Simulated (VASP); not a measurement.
EuS:

```
CELL_PARAMETERS angstrom
0.00000 2.91770 2.91770
2.91770 0.00000 2.91770
2.91770 2.91770 0.00000
ATOMIC_POSITIONS crystal
Eu 0.00000 0.00000 0.00000
S 0.50000 0.50000 0.50000
```

Base run:

| Quantity | Value |
| --- | --- |
| Program | VASP 6.6.1 |
| Functional | LDA |
| Potentials or basis | VASP PAW PBE potentials, release 64 (Eu, S) |
| Cutoff | 600 eV |
| k mesh | 8 × 8 × 8 |
| Occupations | fermi-dirac, width 0.05 eV |
| Spin | collinear spin, ferromagnetic start |
| Starting moments | [7.0, 0.0] μB |

Its results: pressure -5.3 GPa; net moment 6.91 μB per cell; site moments Eu +6.56; S -0.06 μB.

Q: The run is repeated on the same cell with these changes: functional from LDA to BLYP. What comes out?

A: Pressure 4.1 GPa; net moment 6.95 μB per cell; site moments Eu +6.59; S -0.06 μB.

BLYP binds less tightly than LDA, so the same cell stands under more pressure.

Caveats: the PAW data sets were made with another functional, which shifts forces and pressure a little; a cell with one magnetic atom can't hold antiferromagnetic order, which such compounds often take; the cell stands under tension (at least some runs); the cell stands under pressure (at least some runs).
